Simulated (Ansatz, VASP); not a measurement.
# SnO2 in VASP and in Ansatz

```
Sn O
1.0
     4.76022    0.00000    0.00000
     0.00000    4.76022    0.00000
     0.00000    0.00000    3.20057
Sn O
2 4
Direct
  0.00000 0.00000 0.00000
  0.50000 0.50000 0.50000
  0.32075 0.32075 0.00000
  0.19411 0.80589 0.50000
  0.69411 0.69411 0.00000
  0.80589 0.19411 0.50000
```

Alike in both runs: task single point; functional r2SCAN; k mesh 6 × 6 × 8; occupations gaussian, width 0.05 eV; no spin polarisation.

```csv
,VASP,Ansatz
version,VASP 6.6.1,Ansatz 0.2.0
potentials or method,"VASP PAW PBE potentials, release 64 (Sn_d, O), cutoff 520 eV","scalar-relativistic, plane waves, PAW"
valence electrons in the cell,52,52
```

```csv
,VASP,Ansatz,Ansatz less VASP
gap on the k mesh at the Fermi level (eV),1.85,1.83,-0.024
least direct gap on the mesh (eV),1.85,1.83,-0.024
pressure (GPa),2.7,1.5,-1.13
"traceless stress, the component that is largest in VASP (GPa)",1.30,0.82,-0.478
rms of the force components (eV/Å),0.627,0.605,-0.0223
```

VASP's potentials were made for PBE, not for r2SCAN. Atom by atom the forces differ by 0.026 eV/Å (rms over components).
